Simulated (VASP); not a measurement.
Input of a VASP 6.6.1 run:

Contents of INCAR:

```
PREC = Accurate
ENCUT = 520
EDIFF = 1E-6
ISMEAR = 0
SIGMA = 0.1
LREAL = False
LASPH = True
NELM = 100
ALGO = Normal
ISIF = 2
LWAVE = False
LCHARG = True
GGA = PE
LELF = True
LVHAR = True
NBANDS = 26
```

KPOINTS

```
Automatic mesh
0
Gamma
  6 6 4
```

File POSCAR:

```
AsS5
1.0
    6.4088768750      0.0000000000      0.0000000000
   -3.2044384375      5.5502501835      0.0000000000
    0.0000000000      0.0000000000      3.2761105917
As S
1 5
Direct
    0.0000000000      0.0000000000      0.0000000000
    0.5000000000      0.0000000000      0.5000000000
    0.5000000000      0.5000000000      0.5000000000
    0.0000000000      0.5000000000      0.5000000000
    0.3333333333      0.6666666667      0.0000000000
    0.6666666667      0.3333333333      0.0000000000
```

Potentials or basis: VASP PAW PBE potentials, release 64 (As, S).

Run with:

```console
$ cat potpaw_PBE.64/As/POTCAR potpaw_PBE.64/S/POTCAR > POTCAR
$ mpirun -np 1 vasp_std > vasp.out
```

What does it give for the band gap on the k mesh?

Zero (an odd number of electrons rules out a gap without spin polarisation).

Estimate the pressure.

-0.1 GPa.

Stress tensor (GPa, compression positive):
```
-0.08  0.00  0.00
 0.00 -0.08  0.00
 0.00  0.00 -0.28
```

Caveat: the k points lie up to 0.48 Å⁻¹ apart, too coarse for converged energies and pressures of a metal.
